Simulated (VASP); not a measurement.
**CoSi2: single point with PBE**

The system is CoSi2.

```
Co Si
1.0
     0.05365    2.70933    2.70933
     2.70933    0.05365    2.70933
     2.70933    2.70933    0.05365
Co Si
1 2
Direct
  0.00000 0.00000 0.00000
  0.25000 0.25000 0.25000
  0.75000 0.75000 0.75000
```

This cell differs from its parent crystal: equal xy, yz and zx shear strains of +2 %.

- Program: VASP 6.6.1
- Task: single point
- Functional: PBE
- Potentials or basis: VASP PAW PBE potentials, release 64 (Co, Si)
- Cutoff: 520 eV
- k mesh: 11 × 11 × 11
- Occupations: fermi-dirac, width 0.05 eV
- Spin: collinear spin, ferromagnetic start
- Starting moments: [2.0, 0.0, 0.0] μB

```
Pressure                                              : -0.5 GPa
Largest force                                         : 0.284 eV/Å
Net moment                                            : 0.00 μB per cell
Valence electrons inside the program's atomic spheres : Co 8.84; Si 1.59
```

Forces in eV/Å, atoms in the order of the input:
```
Co   0.000  0.000  0.000
Si  -0.164 -0.164 -0.164
Si   0.164  0.164  0.164
```

Stress tensor (GPa, compression positive):
```
-0.45 -2.82 -2.82
-2.82 -0.45 -2.82
-2.82 -2.82 -0.45
```

Levels at points of the mesh, in eV from the Fermi level:
Spin up:
```csv
k point,band 6,band 7,band 8,band 9,band 10,band 11,band 12,band 13
"(0.00, 0.00, 0.00)",-1.89,0.65,3.19,3.24,3.48,3.48,3.58,3.58
```
Spin down:
| k point | band 7 | band 8 | band 9 | band 10 | band 11 | band 12 |
| --- | --- | --- | --- | --- | --- | --- |
| (0.00, 0.00, 0.00) | 0.65 | 3.19 | 3.24 | 3.48 | 3.48 | 3.58 |

Run time: 77 s on 1 thread of Intel(R) Xeon(R) 6975P-C (Granite Rapids), on a shared host, peak memory 0.29 GiB.

Caveat: the cell differs from its parent crystal (equal xy, yz and zx shear strains of +2 %); the starting moments collapsed, and a magnetic state may lie lower.
